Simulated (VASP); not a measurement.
CaO, 2 atoms in the cell. The structure is cubic, space group Fm-3m (No. 225). The conventional cell has a = 4.744 Å, b = 4.744 Å, c = 4.744 Å, α = 90.00°, β = 90.00°, γ = 90.00°. Ca (site symmetry m-3m) has 6 O at 2.37 Å within 3.1 Å. Within 3.1 Å of O (site symmetry m-3m) lie 6 Ca at 2.37 Å. 

```yaml
Program: VASP 6.6.1
Task: single point
Functional: r2SCAN
Potentials_or_basis: VASP PAW PBE potentials, release 64 (Ca_sv, O_h)
Cutoff: 910 eV
k_mesh: 8 × 8 × 8
Occupations: gaussian, width 0.01 eV
Spin: no spin polarisation
Dipole_correction: no
Further_INCAR_settings: ALGO = Normal; EDIFF = 1e-06; NBANDS = 15
```

Potentials or basis: VASP PAW PBE potentials, release 64 (Ca_sv, O_h).

Launch:

```console
$ cat potpaw_PBE.64/Ca_sv/POTCAR potpaw_PBE.64/O_h/POTCAR > POTCAR
$ cp INCAR.step1 INCAR
$ mpirun -np 1 vasp_std > vasp.out
$ cp INCAR.step2 INCAR
$ mpirun -np 1 vasp_std > vasp.out
```

Hardware: 1 thread of Intel(R) Xeon(R) 6975P-C (Granite Rapids), with other jobs on the host.

Question: How long does it take, and how much memory?

Answer: It took 58 s on 1 thread of Intel(R) Xeon(R) 6975P-C (Granite Rapids) (shared host), peak memory 0.23 GiB. Counts: k points 29.
